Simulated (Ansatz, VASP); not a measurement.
## One calculation of Sn, two programs

```
Sn
1.0
    -0.19144    3.27432    3.27432
     3.27432   -0.19144    3.27432
     3.27432    3.27432   -0.19144
Sn
2
Direct
  0.99493 0.99493 0.99493
  0.25507 0.25507 0.25507
```

Change from the starting cell: epitaxial_111 strain +5.5%.

Alike in both runs: task single point; functional r2SCAN; k mesh 6 × 6 × 6; occupations fermi-dirac, width 0.02 eV; no spin polarisation.

```csv
,VASP,Ansatz
version,VASP 6.6.1,Ansatz 0.2.0
potentials or method,"VASP PAW PBE potentials, release 64 (Sn_d)","plane waves, PAW"
plane-wave cutoff (eV),520,500
valence electrons in the cell,28,28
```

```tsv
	VASP	Ansatz	Ansatz less VASP
pressure (GPa)	-2.7	-2.6	+0.04
traceless stress, the component that is largest in VASP (GPa)	1.31	1.31	-0.002
```

VASP's potentials were made for PBE, not for r2SCAN.
